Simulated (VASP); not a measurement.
A run of VASP 6.6.1 is set up as follows.

Contents of INCAR:

```
SYSTEM = Ag
PREC = Accurate
ENCUT = 520
EDIFF = 1E-6
ISMEAR = 0
SIGMA = 0.15
LREAL = .FALSE.
LASPH = .TRUE.
NELM = 80
ALGO = Normal
ISIF = 2
LWAVE = .FALSE.
LCHARG = .TRUE.
GGA = PS
LELF = .TRUE.
LVHAR = .TRUE.
NBANDS = 12
```

File KPOINTS:

```
regular mesh
0
G
  20 20 20
  0 0 0
```

The input POSCAR:

```
Ag
1.0
    0.0000000000      1.9920225000      2.1452550000
    1.9920225000      0.0000000000      2.1452550000
    1.9920225000      1.9920225000      0.0000000000
Ag
1
Direct
    0.0000000000      0.0000000000      0.0000000000
```

Potentials or basis: VASP PAW PBE potentials, release 64 (Ag).

Launch:

```console
$ cat potpaw_PBE.64/Ag/POTCAR > POTCAR
$ mpirun -np 1 vasp_std > vasp.out
```

Q: Predict the pressure.

A: -2.4 GPa.

Q: Predict the band gap on the k mesh.

A: Zero (an odd number of electrons rules out a gap without spin polarisation).

Stress tensor (GPa, compression positive):
```
-1.19  0.00  0.00
 0.00 -1.19  0.00
 0.00  0.00 -4.88
```

Caveat: the cell differs from its parent crystal (strain -0.025 along x and y, +0.050 along z); the PAW data sets were made with another functional, which shifts forces and pressure a little.
